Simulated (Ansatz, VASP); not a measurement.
**Zr in VASP and in Ansatz**

The input INCAR:

```
ALGO     = Normal         # electronic algorithm
EDIFF    = 1E-6           # SCF threshold, eV
EDIFFG   = -0.01          # ionic threshold
ENCUT    = 600            # plane-wave cutoff, eV
IBRION   = 2              # ionic algorithm
ISIF     = 3              # what is computed and relaxed
ISMEAR   = 0              # smearing method
LASPH    = T              # aspherical terms in the spheres
LCHARG   = F              # write CHGCAR
LREAL    = F              # projectors in reciprocal space
LWAVE    = F              # write WAVECAR
NELM     = 80             # most SCF steps
NSW      = 80             # ionic steps
PREC     = Accurate       # precision mode
SIGMA    = 0.05           # smearing width, eV
```

File KPOINTS:

```
k-points
0
Gamma
  16 16 8
```

File POSCAR:

```
Zr
1.0
    3.2300000000      0.0000000000      0.0000000000
   -1.6150000000      2.7972620542      0.0000000000
    0.0000000000      0.0000000000      5.1453900000
Zr
2
Direct
    0.3333333333      0.6666666667      0.7500000000
    0.6666666667      0.3333333333      0.2500000000
```

Input for Ansatz:

```yaml
crystal:
  lattice:
    - [3.23, 0.0, 0.0]
    - [-1.615, 2.7972620542, 0.0]
    - [0.0, 0.0, 5.14539]
  atoms:
    - { symbol: Zr, position: [0.3333333333, 0.6666666667, 0.75] }
    - { symbol: Zr, position: [0.6666666667, 0.3333333333, 0.25] }
basis:
  ecutwfc: 420
  ecutrho_ratio: 4
kpoints:
  mp_grid: { grid: [16, 16, 8] }
hamiltonian:
  xc: lda
scf:
  occupations: { method: gaussian, width: 0.05 }
output:
  forces: true
  stress: true
  eigenvalues: true
relax:
  f_tol: 0.01
  max_steps: 60
  cell: { stress_tol: 0.15 }
```

Alike in both runs: task relaxation of cell and atoms; functional LDA; k mesh 16 × 16 × 8; occupations gaussian, width 0.05 eV; no spin polarisation.

|  | VASP | Ansatz |
| --- | --- | --- |
| version | VASP 6.6.1 | Ansatz 0.2.0 |
| potentials or method | VASP PAW LDA potentials, release 64 (Zr_sv), cutoff 600 eV | scalar-relativistic, plane waves, PAW |
| valence electrons in the cell | 24 | 24 |

```csv
,VASP,Ansatz,Ansatz less VASP
relaxed volume (Å³/atom),21.81,21.78,-0.023
relaxed cell length with the largest relative difference (Å),5.082,5.079,-0.0032
```

LDA's correlation is that of Perdew and Zunger in VASP and of Perdew and Wang (1992) in Ansatz.
